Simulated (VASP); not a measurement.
# Sn11GeO24 (a cell with a defect) (Cassiterite) in VASP: electric field gradients with PBE

Aim: the electric field gradients of Sn11GeO24 (a cell with a defect) (Cassiterite) with PBE.

Program: VASP 6.6.1. These are calculated values, not measurements. Logs are shortened: lines on timing, memory, paths and dates and some standing lists are left out, and cuts for length are marked.

## (1) The cell of the first run

The cell holds a defect, 36 atoms: a = 6.701 Å, b = 6.701 Å, c = 9.559 Å, α = 90.00°, β = 90.00°, γ = 90.00°.

## (2) Electric field gradients, PBE

INCAR reads:

```
ALGO = Normal
EDIFF = 1E-8
ENCUT = 520
GGA = PE
ISIF = 2
ISMEAR = -1
LASPH = True
LCHARG = False
LEFG = True
LREAL = Auto
LWAVE = False
NBANDS = 180
NELM = 100
PREC = Accurate
SIGMA = 0.01
```

KPOINTS reads:

```
k-points
0
Gamma
  3 3 2
```

POSCAR reads:

```
Sn11GeO24
1.0
    4.7380000000      4.7380000000      0.0000000000
   -4.7380000000      4.7380000000      0.0000000000
    0.0000000000      0.0000000000      9.5595000000
Ge Sn O
1 11 24
Direct
    0.0000000000      0.0000000000      0.0000000000
    0.0000000000      0.0000000000      0.3333333333
    0.0000000000      0.0000000000      0.6666666667
    0.5000000000      0.5000000000      0.0000000000
    0.5000000000      0.5000000000      0.3333333333
    0.5000000000      0.5000000000      0.6666666667
    0.5000000000      0.0000000000      0.1666666667
    0.5000000000      0.0000000000      0.5000000000
    0.5000000000      0.0000000000      0.8333333333
    0.0000000000      0.5000000000      0.1666666667
    0.0000000000      0.5000000000      0.5000000000
    0.0000000000      0.5000000000      0.8333333333
    0.3071000000      0.0000000000      0.0000000000
    0.3071000000      0.0000000000      0.3333333333
    0.3071000000      0.0000000000      0.6666666667
    0.8071000000      0.5000000000      0.0000000000
    0.8071000000      0.5000000000      0.3333333333
    0.8071000000      0.5000000000      0.6666666667
    0.5000000000      0.3071000000      0.1666666667
    0.5000000000      0.3071000000      0.5000000000
    0.5000000000      0.3071000000      0.8333333333
    0.0000000000      0.8071000000      0.1666666667
    0.0000000000      0.8071000000      0.5000000000
    0.0000000000      0.8071000000      0.8333333333
    0.6929000000      0.0000000000      0.0000000000
    0.6929000000      0.0000000000      0.3333333333
    0.6929000000      0.0000000000      0.6666666667
    0.1929000000      0.5000000000      0.0000000000
    0.1929000000      0.5000000000      0.3333333333
    0.1929000000      0.5000000000      0.6666666667
    0.5000000000      0.6929000000      0.1666666667
    0.5000000000      0.6929000000      0.5000000000
    0.5000000000      0.6929000000      0.8333333333
    0.0000000000      0.1929000000      0.1666666667
    0.0000000000      0.1929000000      0.5000000000
    0.0000000000      0.1929000000      0.8333333333
```

Potentials or basis: VASP PAW PBE potentials, release 64 (Ge_d, Sn_d, O).

Started as:

```
$ cat potpaw_PBE.64/Ge_d/POTCAR potpaw_PBE.64/Sn_d/POTCAR potpaw_PBE.64/O/POTCAR > POTCAR
$ mpirun -np 1 vasp_std > vasp.out
```

OUTCAR:

```text
EDIFF = 1E-8
   ENCUT = 520
   GGA = PE
   ISIF = 2
   ISMEAR = -1
   LASPH = True
   LREAL = Auto
   NELM = 100
   PREC = Accurate

 ion  position               nearest neighbor table
   1  0.000  0.000  0.000-  22 2.05  24 2.05  34 2.05  36 2.05  13 2.06  25 2.06   2 3.19   3 3.19

   2  0.000  0.000  0.333-  22 2.05  34 2.05  23 2.05  35 2.05  14 2.06  26 2.06   1 3.19   3 3.19
                             7 3.71  10 3.71  10 3.71   7 3.71   8 3.71  11 3.71  11 3.71   8 3.71
   3  0.000  0.000  0.667-  24 2.05  36 2.05  35 2.05  23 2.05  15 2.06  27 2.06   1 3.19   2 3.19
                             9 3.71  12 3.71  12 3.71   9 3.71  11 3.71  11 3.71   8 3.71   8 3.71
   4  0.500  0.500  0.000-  19 2.05  21 2.05  31 2.05  33 2.05  16 2.06  28 2.06   5 3.19   6 3.19
                            10 3.71  12 3.71   7 3.71   9 3.71   7 3.71   9 3.71  10 3.71  12 3.71
   5  0.500  0.500  0.333-  19 2.05  31 2.05  20 2.05  32 2.05  17 2.06  29 2.06   4 3.19   6 3.19
                             7 3.71  10 3.71   7 3.71  10 3.71   8 3.71   8 3.71  11 3.71  11 3.71
   6  0.500  0.500  0.667-  21 2.05  33 2.05  32 2.05  20 2.05  18 2.06  30 2.06   4 3.19   5 3.19
                             9 3.71  12 3.71   9 3.71  12 3.71   8 3.71  11 3.71  11 3.71   8 3.71
   7  0.500  0.000  0.167-  14 2.05  26 2.05  25 2.05  13 2.05  19 2.06  31 2.06   8 3.19   9 3.19
                             2 3.71   5 3.71   5 3.71   2 3.71   4 3.71   4 3.71
   8  0.500  0.000  0.500-  14 2.05  15 2.05  26 2.05  27 2.05  20 2.06  32 2.06   7 3.19   9 3.19
                             2 3.71   3 3.71   5 3.71   6 3.71   5 3.71   6 3.71   2 3.71   3 3.71
   9  0.500  0.000  0.833-  15 2.05  27 2.05  25 2.05  13 2.05  21 2.06  33 2.06   8 3.19   7 3.19
[... 29 lines left out ...]
  35  0.000  0.193  0.500-   2 2.05   3 2.05  11 2.06
  36  0.000  0.193  0.833-   3 2.05   1 2.05  12 2.06

  LATTYP: Found a simple tetragonal cell.
 ALAT       =     6.7005438585
 C/A-ratio  =     1.4266752374

  Lattice vectors:

 A1 = (   4.7380000000,   4.7380000000,   0.0000000000)
 A2 = (  -4.7380000000,   4.7380000000,   0.0000000000)
 A3 = (   0.0000000000,   0.0000000000,   9.5595000000)

Analysis of symmetry for initial positions (statically):
=====================================================================
 Subroutine PRICEL returns:
 Original cell was already a primitive cell.

 Routine SETGRP: Setting up the symmetry group for a
 simple tetragonal supercell.

 Subroutine GETGRP returns: Found  8 space group operations
 (whereof  8 operations were pure point group operations)
 out of a pool of 16 trial point group operations.

[... 1594 lines left out ...]
  -------------------------------------------------------------------------------------
  Total       20.5512265     20.5512265     25.5616647     -1.7794161      0.0000000      0.0000000
  in kB       76.7172527     76.7172527     95.4211024     -6.6425191      0.0000000      0.0000000
  external PRESSURE =      82.9518692 kB  Pullay stress =       0.0000000 kB

 VOLUME and BASIS-vectors are now :
 -----------------------------------------------------------------------------
  energy-cutoff  :      520.00
  volume of cell :      429.20
      direct lattice vectors                 reciprocal lattice vectors
     4.738000000  4.738000000  0.000000000     0.105529759  0.105529759  0.000000000
    -4.738000000  4.738000000  0.000000000    -0.105529759  0.105529759  0.000000000
     0.000000000  0.000000000  9.559500000     0.000000000  0.000000000  0.104607982

 POSITION                                       TOTAL-FORCE (eV/Angst)
 -----------------------------------------------------------------------------------
      0.00000      0.00000      0.00000         0.000000      0.000000     -0.000000
      0.00000      0.00000      3.18650         0.000000      0.000000     -0.276816
      0.00000      0.00000      6.37300         0.000000      0.000000      0.276816
      0.00000      4.73800      0.00000         0.000000      0.000000     -0.000000
      0.00000      4.73800      3.18650         0.000000      0.000000     -0.051470
      0.00000      4.73800      6.37300         0.000000      0.000000      0.051470
[... 28 lines left out ...]
     -0.91396      0.91396      4.77975        -0.231448      0.231448     -0.000000
     -0.91396      0.91396      7.96625         0.650574     -0.650574      1.510745
 -----------------------------------------------------------------------------------
    total drift:                               -0.000000      0.000000      0.000000

  FREE ENERGIE OF THE ION-ELECTRON SYSTEM (eV)
  ---------------------------------------------------
  free  energy   TOTEN  =      -222.9353389238 eV

  energy  without entropy=     -222.9353389237  energy(sigma->0) =     -222.93533892

 Electric field gradients (V/A^2)
---------------------------------------------------------------------
 ion       V_xx      V_yy      V_zz      V_xy      V_xz      V_yz
---------------------------------------------------------------------
   1      12.195    12.195   -24.391    -3.798     0.000     0.000
   2      28.958    28.958   -57.917   -23.395     0.000     0.000
   3      28.958    28.958   -57.917   -23.395     0.000     0.000
   4      29.458    29.458   -58.917   -23.931     0.000     0.000
   5      30.492    30.492   -60.983   -20.585    -0.000     0.000
   6      30.492    30.492   -60.983   -20.585    -0.000     0.000
[... 28 lines left out ...]
  35     -24.175   -24.175    48.351   -81.661     0.000    -0.000
  36     -33.102   -33.102    66.205   -89.876    14.897   -14.897
---------------------------------------------------------------------

 Electric field gradients after diagonalization (V/A^2)
 (convention: |V_zz| > |V_xx| > |V_yy|)
----------------------------------------------------------------------
 ion       V_xx      V_yy      V_zz     asymmetry (V_yy - V_xx)/ V_zz
----------------------------------------------------------------------
   1      15.994     8.397   -24.391       0.311
   2      52.353     5.564   -57.917       0.808
   3      52.353     5.564   -57.917       0.808
   4      53.389     5.528   -58.917       0.812
   5      51.077     9.907   -60.983       0.675
   6      51.077     9.907   -60.983       0.675
[... 28 lines left out ...]
  35      57.486    48.351  -105.836       0.086
  36      83.079    39.900  -122.978       0.351
----------------------------------------------------------------------

           NMR quadrupolar parameters

 Cq : quadrupolar parameter    Cq=e*Q*V_zz/h
 eta: asymmetry parameters     (V_yy - V_xx)/ V_zz
 Q  : nuclear electric quadrupole moment in mb (millibarn)
----------------------------------------------------------------------
 ion       Cq(MHz)       eta       Q (mb)
----------------------------------------------------------------------
   1      -0.059       0.311       1.000
   2      -0.140       0.808       1.000
   3      -0.140       0.808       1.000
   4      -0.142       0.812       1.000
   5      -0.147       0.675       1.000
   6      -0.147       0.675       1.000
[... 28 lines left out ...]
  35      -0.256       0.086       1.000
  36      -0.297       0.351       1.000
----------------------------------------------------------------------
```

It took 19 min on 1 thread of Intel Xeon Platinum 8488C (Sapphire Rapids), shared host; peak memory 0.66 GiB.

Results:

* Free energy: -222.9353 eV
* Pressure: 8.3 GPa
* Largest force: 2.077 eV/Å
* Band gap on the k mesh: 0.95 eV

Forces in eV/Å, atoms in the order of the input:
```
Ge   0.000  0.000  0.000
Sn   0.000  0.000 -0.277
Sn   0.000  0.000  0.277
Sn   0.000  0.000  0.000
Sn   0.000  0.000 -0.051
Sn   0.000  0.000  0.051
Sn   0.000  0.000  0.125
Sn   0.000  0.000  0.000
Sn   0.000  0.000 -0.125
Sn   0.000  0.000 -0.356
Sn   0.000  0.000  0.000
Sn   0.000  0.000  0.356
O   -1.469 -1.469  0.000
O   -0.216 -0.216  0.032
O   -0.216 -0.216 -0.032
O   -0.236 -0.236  0.000
O   -0.176 -0.176 -0.003
O   -0.176 -0.176  0.003
O    0.215 -0.215  0.037
O    0.194 -0.194  0.000
O    0.215 -0.215 -0.037
O   -0.651  0.651 -1.511
O    0.231 -0.231  0.000
O   -0.651  0.651  1.511
O    1.469  1.469  0.000
O    0.216  0.216  0.032
O    0.216  0.216 -0.032
O    0.236  0.236  0.000
O    0.176  0.176 -0.003
O    0.176  0.176  0.003
O   -0.215  0.215  0.037
O   -0.194  0.194  0.000
O   -0.215  0.215 -0.037
O    0.651 -0.651 -1.511
O   -0.231  0.231  0.000
O    0.651 -0.651  1.511
```

Electric field gradients, principal values (V/Å²):
```csv
atom,least,middle,greatest (by size)
1 Ge,8.397,15.994,-24.391
2 Sn,5.564,52.353,-57.917
3 Sn,5.564,52.353,-57.917
4 Sn,5.528,53.389,-58.917
5 Sn,9.907,51.077,-60.983
6 Sn,9.907,51.077,-60.983
7 Sn,5.607,52.899,-58.507
8 Sn,9.411,51.156,-60.567
9 Sn,5.607,52.899,-58.507
10 Sn,12.074,49.315,-61.389
11 Sn,7.835,52.013,-59.848
12 Sn,12.074,49.315,-61.389
13 O,33.972,88.396,-122.368
14 O,47.142,57.985,-105.127
15 O,47.142,57.985,-105.127
16 O,49.880,58.768,-108.647
17 O,47.337,56.984,-104.321
18 O,47.337,56.984,-104.321
19 O,47.798,58.341,-106.139
20 O,47.894,57.156,-105.050
21 O,47.798,58.341,-106.139
22 O,39.900,83.079,-122.978
23 O,48.351,57.486,-105.836
24 O,39.900,83.079,-122.978
25 O,33.972,88.396,-122.368
26 O,47.142,57.985,-105.127
27 O,47.142,57.985,-105.127
28 O,49.880,58.768,-108.647
29 O,47.337,56.984,-104.321
30 O,47.337,56.984,-104.321
31 O,47.798,58.341,-106.139
32 O,47.894,57.156,-105.050
33 O,47.798,58.341,-106.139
34 O,39.900,83.079,-122.978
35 O,48.351,57.486,-105.836
36 O,39.900,83.079,-122.978
```

Caveat: without QUAD_EFG the Cq values of the log hold for a quadrupole moment of 1 mb, not for the nuclei; spin-orbit coupling is left out, which moves the levels of the heavy elements.
